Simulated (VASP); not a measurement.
# P (Fm-3m) in VASP: a series of runs, part 3 of 3

VASP 6.6.1. Earlier steps stand in the parts before.

## Step 6: Relaxation of cell and atoms, r2SCAN, target pressure 45 GPa, at which the enthalpy is minimised

This run uses another cell than the first one, of 14.60 Å³/atom.

Contents of POSCAR:

```
P
1.0
    0.0000000000      1.9400000000      1.9400000000
    1.9400000000      0.0000000000      1.9400000000
    1.9400000000      1.9400000000      0.0000000000
P
1
Direct
    0.0000000000      0.0000000000      0.0000000000
```

Contents of INCAR.step1:

```
SYSTEM = P
PREC = Accurate
ENCUT = 550
ISMEAR = 0
SIGMA = 0.05
LREAL = .False.
LASPH = .True.
NELM = 120
GGA = PE
ALGO = Normal
EDIFF = 1E-5
LWAVE = .True.
LCHARG = .False.
GGA_COMPAT = .False.
IBRION = 2
ISIF = 3
EDIFFG = -0.005
NELMIN = 4
NSW = 100
```

Contents of INCAR.step2:

```
SYSTEM = P
PREC = Accurate
ENCUT = 550
EDIFF = 1E-7
ISMEAR = 0
SIGMA = 0.05
LREAL = .False.
LASPH = .True.
NELM = 120
ALGO = Normal
ISIF = 3
LWAVE = .False.
LCHARG = .False.
METAGGA = R2SCAN
LMIXTAU = .True.
IBRION = 2
NSW = 80
EDIFFG = -0.01
PSTRESS = 450.0
ISTART = 1
GGA_COMPAT = .False.
NELMIN = 4
```

Contents of KPOINTS:

```
Automatic mesh
0
Gamma
  19 19 19
  0 0 0
```

Potentials or basis: VASP PAW PBE potentials, release 64 (P).

The run is started by

```bash
$ cat potpaw_PBE.64/P/POTCAR > POTCAR
$ cp INCAR.step1 INCAR
$ mpirun -np 1 vasp_std > vasp.out
$ cp INCAR.step2 INCAR
$ mpirun -np 1 vasp_std > vasp.out
```

OUTCAR:

```text
SYSTEM = P
   PREC = Accurate
   ENCUT = 550
   EDIFF = 1E-7
   ISMEAR = 0
   LREAL = .False.
   LASPH = .True.
   NELM = 120
   ISIF = 3
   METAGGA = R2SCAN
   IBRION = 2
   NSW = 80
   EDIFFG = -0.01
   PSTRESS = 450.0
   ISTART = 1
   NELMIN = 4

 ion  position               nearest neighbor table
   1  0.000  0.000  0.000-

  LATTYP: Found a face centered cubic cell.
 ALAT       =     3.8800000000

  Lattice vectors:

 A1 = (   0.0000000000,   1.9400000000,   1.9400000000)
 A2 = (   1.9400000000,   0.0000000000,   1.9400000000)
 A3 = (   1.9400000000,   1.9400000000,   0.0000000000)

Analysis of symmetry for initial positions (statically):
=====================================================================
 Subroutine PRICEL returns:
 Original cell was already a primitive cell.

 Routine SETGRP: Setting up the symmetry group for a
 face centered cubic supercell.

 Subroutine GETGRP returns: Found 48 space group operations
 (whereof 48 operations were pure point group operations)
 out of a pool of 48 trial point group operations.

The static configuration has the point symmetry O_h .

Analysis of symmetry for dynamics (positions and initial velocities):
=====================================================================
 Subroutine PRICEL returns:
 Original cell was already a primitive cell.

 Routine SETGRP: Setting up the symmetry group for a
 face centered cubic supercell.

 Subroutine GETGRP returns: Found 48 space group operations
 (whereof 48 operations were pure point group operations)
 out of a pool of 48 trial point group operations.

The dynamic configuration has the point symmetry O_h .

 Subroutine INISYM returns: Found 48 space group operations
 (whereof 48 operations are pure point group operations),
 and found     1 'primitive' translations

----------------------------------------------------------------------------------------

                                     Primitive cell

  volume of cell :      14.6028

  direct lattice vectors                    reciprocal lattice vectors
     0.000000000  1.940000000  1.940000000    -0.257731959  0.257731959  0.257731959
     1.940000000  0.000000000  1.940000000     0.257731959 -0.257731959  0.257731959
     1.940000000  1.940000000  0.000000000     0.257731959  0.257731959 -0.257731959

  length of vectors
     2.743574311  2.743574311  2.743574311     0.446404847  0.446404847  0.446404847

  position of ions in fractional coordinates (direct lattice)
     0.000000000  0.000000000  0.000000000

  ion indices of the primitive-cell ions
   primitive index   ion index
                 1           1

----------------------------------------------------------------------------------------

 KPOINTS: Automatic mesh

Automatic generation of k-mesh.
 Grid dimensions read from file:
 generate k-points for:   19   19   19

 Generating k-lattice:

  Cartesian coordinates                     Fractional coordinates (reciprocal lattice)
    -0.013564840  0.013564840  0.013564840     0.052631579  0.000000000  0.000000000
     0.013564840 -0.013564840  0.013564840     0.000000000  0.052631579  0.000000000
     0.013564840  0.013564840 -0.013564840     0.000000000  0.000000000  0.052631579

  Length of vectors
     0.023494992  0.023494992  0.023494992

  Shift w.r.t. Gamma in fractional coordinates (k-lattice)
     0.000000000  0.000000000  0.000000000

 Subroutine IBZKPT returns following result:
 ===========================================

 Found    220 irreducible k-points:

 Following reciprocal coordinates:
            Coordinates               Weight
  0.000000  0.000000  0.000000      1.000000
  0.052632  0.000000  0.000000      8.000000
  0.105263  0.000000  0.000000      8.000000
  0.157895  0.000000  0.000000      8.000000
  0.210526  0.000000  0.000000      8.000000
  0.263158  0.000000  0.000000      8.000000
[... 16 lines left out ...]
 -0.315789  0.052632  0.000000     24.000000
 -0.263158  0.052632  0.000000     24.000000
 [... further k-points ...]
   k-points           NKPTS =    220   k-points in BZ     NKDIM =    220   number of bands    NBANDS=      6
   number of dos      NEDOS =    301   number of ions     NIONS =      1
   total plane-waves  NPLWV =  13824
   dimension x,y,z NGX =    24 NGY =   24 NGZ =   24
   dimension x,y,z NGXF=    48 NGYF=   48 NGZF=   48
   ions per type =               1
   NGX,Y,Z   is equivalent  to a cutoff of  14.54, 14.54, 14.54 a.u.
   NGXF,Y,Z  is equivalent  to a cutoff of  29.09, 29.09, 29.09 a.u.
 SYSTEM =  P
   PREC   = accura    normal or accurate (medium, high low for compatibility)
   ISTART =      1    job   : 0-new  1-cont  2-samecut
   ICHARG =      0    charge: 1-file 2-atom 10-const
   ISPIN  =      1    spin polarized calculation?
   LNONCOLLINEAR =      F non collinear calculations
   LSORBIT =      F    spin-orbit coupling
   LASPH  =      T    aspherical Exc in radial PAW
   ENCUT  =  550.0 eV  40.42 Ry    6.36 a.u.   5.25  5.25  5.25*2*pi/ulx,y,z
   NELM   =    120;   NELMIN=  4; NELMDL=  0     # of ELM steps
   EDIFF  = 0.1E-06   stopping-criterion for ELM
   LREAL  =      F    real-space projection
   EDIFFG = -.1E-01   stopping-criterion for IOM
   NSW    =     80    number of steps for IOM
   IBRION =      2    ionic relax: 0-MD 1-quasi-New 2-CG
   NFREE  =      1    steps in history (QN), initial steepest desc. (CG)
   ISIF   =      3    stress and relaxation
   ISYM   =      2    0-nonsym 1-usesym 2-fastsym
   POTIM  = 0.5000    time-step for ionic-motion
   TEBEG  =    0.0;   TEEND  =   0.0 temperature during run
   PSTRESS=  450.0 pullay stress
   NELECT =       5.0000    total number of electrons
   NUPDOWN=      -1.0000    fix difference up-down
   EMIN   =  10.00;   EMAX   =-10.00  energy-range for DOS
   EFERMI =   0.00;   METHOD = LEGACY
   ISMEAR =     0;   SIGMA  =   0.05  broadening in eV -4-tet -1-fermi 0-gaus
   EFERMI_NEDOS =   21; number of points for ismear=-14 and -15
   IALGO  =     38    algorithm
   IMIX   =      4    mixing-type and parameters
     AMIX     =   0.40;   BMIX     =  1.00
     AMIX_MAG =   1.60;   BMIX_MAG =  1.00
  volume/ion in A,a.u.               =      14.60        98.54
  Fermi-wavevector in a.u.,A,eV,Ry     =   1.145301  2.164306 17.846968  1.311715
  Thomas-Fermi vector in A             =   2.281990
   LORBIT       =      0    0 simple, 1 ext, 2 COOP (PROOUT), +10 PAW based schemes
   METAGGA = R2SCAN    functional components
   LHFCALC =     F    Hartree Fock is set to
   AEXX    =    0.0000 exact exchange contribution
   IVDW    =     0    specifies the selected vdW correction
   LEPSILON=     F    determine dielectric tensor
   LRPA    =     F    only Hartree local field effects (RPA)
 conjugate gradient relaxation of ions
 non-spin polarized calculation
 Gauss-broadening in eV      SIGMA  =   0.05
  energy-cutoff  :      550.00
  volume of cell :       14.60
 maximum number of plane-waves:       444
 NGX is ok and might be reduce to    24
   NGX = 11   NGY = 11   NGZ = 11

--------------------------------------- Ionic step        1  -------------------------------------------

 number of electron       5.0000000 magnetization

 Free energy of the ion-electron system (eV)
  ---------------------------------------------------
  ext. energy  EPLUGINS =         0.00000000
  ---------------------------------------------------
  free energy    TOTEN  =        -7.85703884 eV

  energy without entropy =       -7.85657304  energy(sigma->0) =       -7.85680594

 E-fermi :   9.7057     XC(G=0): -12.1902

 val. band max:        9.7023802987   @ k =  -0.4737   0.4737   0.0526
 cond. band min:       9.7269797775   @ k =   0.3158   0.2105   0.0000
 fundamental gap:      0.0245994788
 Fermi energy:         9.7056632187

 k-point     1 :       0.0000    0.0000    0.0000
  band No.  band energies     occupation
      1      -7.4983      2.00000
      2      16.9125      0.00000
      3      16.9125      0.00000
      4      16.9125      0.00000
      5      21.8009      0.00000
      6      21.8009      0.00000

 k-point     2 :       0.0526    0.0000    0.0000
  band No.  band energies     occupation
      1      -7.4164      2.00000
      2      16.2053      0.00000
      3      16.7851      0.00000
      4      16.7851      0.00000
      5      21.8893      0.00000
      6      22.0133      0.00000
[... 417 lines left out ...]
  enthalpy is  TOTEN    =        -4.3795847042 eV   P V=        3.0510462624

--------------------------------------- Ionic step        7  -------------------------------------------

 number of electron       5.0000000 magnetization

 Free energy of the ion-electron system (eV)
  ---------------------------------------------------
  ext. energy  EPLUGINS =         0.00000000
  ---------------------------------------------------
  free energy    TOTEN  =        -7.42726063 eV

  energy without entropy =       -7.42667210  energy(sigma->0) =       -7.42696636

 E-fermi :  14.5977     XC(G=0): -13.7459

 val. band max:       14.5770868332   @ k =  -0.2105   0.2105   0.0526
 cond. band min:      14.6151151662   @ k =  -0.2105   0.0526   0.0000
 fundamental gap:      0.0380283330
 Fermi energy:        14.5976922389

 k-point     1 :       0.0000    0.0000    0.0000
  band No.  band energies     occupation
      1      -6.4144      2.00000
      2      25.0949      0.00000
      3      25.0949      0.00000
      4      25.0949      0.00000
      5      27.2555      0.00000
      6      27.2555      0.00000

 k-point     2 :       0.0526    0.0000    0.0000
  band No.  band energies     occupation
      1      -6.3126      2.00000
      2      23.5527      0.00000
      3      24.7035      0.00000
      4      24.7035      0.00000
      5      27.7667      0.00000
      6      27.7667      0.00000
[... 226 lines left out ...]
  FREE ENERGIE OF THE ION-ELECTRON SYSTEM (eV)
  ---------------------------------------------------
  free  energy   TOTEN  =        -7.4272606284 eV

  energy  without entropy=       -7.4266720982  energy(sigma->0) =       -7.42696636

  enthalpy is  TOTEN    =        -4.3795958431 eV   P V=        3.0476647854

 reached required accuracy - stopping structural energy minimisation
```

It took 11 min on 1 thread of AMD EPYC 7R43 (Zen 3), shared host; peak memory 0.12 GiB.

Results:

* Free energy: -7.4273 eV
* Relaxed volume: 10.85 Å³/atom
* Relaxed cell: a = 2.485 Å, b = 2.485 Å, c = 2.485 Å, α = 60.00°, β = 60.00°, γ = 60.00°
* Space group after relaxing (to 0.1 Å): Fm-3m (No. 225)
* Energy change on relaxing (the run minimises the enthalpy): +429.8 meV/atom
* Ionic steps: 7
* Pressure after relaxing: 45.0 GPa
* Band gap on the k mesh: zero (an odd number of electrons rules out a gap without spin polarisation)

The path:
| step | energy change (eV) | largest force (eV/Å) | pressure (GPa) | volume (Å³) |
| --- | --- | --- | --- | --- |
| 1 | 0.0000 | 0.0000 | 0.51 | 14.60 |
| 2 | 2.4740 | 0.0000 | 192.34 | 7.60 |
| 3 | 0.3666 | 0.0000 | 40.03 | 11.09 |
| 4 | 0.4146 | 0.0000 | 43.82 | 10.91 |
| 5 | 0.4332 | 0.0000 | 45.25 | 10.84 |
| 6 | 0.4264 | 0.0000 | 44.63 | 10.86 |
| 7 | 0.4298 | 0.0000 | 45.03 | 10.85 |

Final structure:
```
P
1.0
     0.00000    1.75716    1.75716
     1.75716    0.00000    1.75716
     1.75716    1.75716    0.00000
P
1
Cartesian
  0.0000 0.0000 0.0000
```

Levels at points of the mesh, in eV from the Fermi level:
```csv
k point,band 1,band 2,band 3,band 4,band 5,band 6
"(0.00, 0.00, 0.00)",-21.01,10.50,10.50,10.50,12.66,12.66
```

Caveat: the cell is relaxed towards a set pressure, so the run minimises the enthalpy, not the energy; the volume moved by over 15 % at a fixed basis, so the end points are rough; the PAW data sets were made with another functional, which shifts forces and pressure a little.

## Step 7: Overview

| task | cell | gap on the mesh (eV) | pressure (GPa) |
| --- | --- | --- | --- |
| single point | a = 2.749 Å, angles 60.0°, 1 atom | none | -0.1 |
| relaxation of cell and atoms | relaxed from a = 2.744 Å, angles 60.0°, 1 atom | none | 0.0 |
| relaxation of cell and atoms | relaxed to 15 GPa from a = 2.744 Å, angles 60.0°, 1 atom | none | 14.9 |
| relaxation of cell and atoms | relaxed to 30 GPa from a = 2.744 Å, angles 60.0°, 1 atom | none | 30.0 |
| relaxation of cell and atoms | relaxed to 45 GPa from a = 2.744 Å, angles 60.0°, 1 atom | none | 45.0 |

Alike in all rows: level r2SCAN; potentials or basis VASP PAW PBE potentials, release 64 (P); no spin polarisation; k mesh 19 × 19 × 19; cutoff (eV) 550; smearing gaussian 0.05 eV.

Caveats: the PAW data sets were made with another functional, which shifts forces and pressure a little; the cell is relaxed towards a set pressure, so the run minimises the enthalpy, not the energy (at least some runs); the volume moved by over 15 % at a fixed basis, so the end points are rough (at least some runs).

Total energies depend on the potentials used, so only differences within one code and one set of settings carry meaning.
